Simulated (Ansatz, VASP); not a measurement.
Si in VASP and in Ansatz

```
Si
1.0
     0.00000    2.72199    2.72199
     2.72199    0.00000    2.72199
     2.72199    2.72199    0.00000
Si
2
Direct
  0.00000 0.00000 0.00000
  0.25000 0.25000 0.25000
```

Alike in both runs: task single point; functional r2SCAN; k mesh 8 × 8 × 8; occupations gaussian, width 0.02 eV; no spin polarisation.

|  | VASP | Ansatz |
| --- | --- | --- |
| version | VASP 6.6.1 | Ansatz 0.2.0 |
| potentials or method | VASP PAW PBE potentials, release 64 (Si), cutoff 550 eV | scalar-relativistic, plane waves, PAW |
| valence electrons in the cell | 8 | 8 |

|  | VASP | Ansatz | Ansatz less VASP |
| --- | --- | --- | --- |
| gap on the k mesh at the Fermi level (eV) | 0.83 | 0.81 | -0.014 |
| least direct gap on the mesh (eV) | 2.75 | 2.74 | -0.017 |
| pressure (GPa) | -0.2 | 0.0 | +0.22 |

VASP's potentials were made for PBE, not for r2SCAN. With one functional, cell and mesh, what is left measures potentials, basis and numerics.
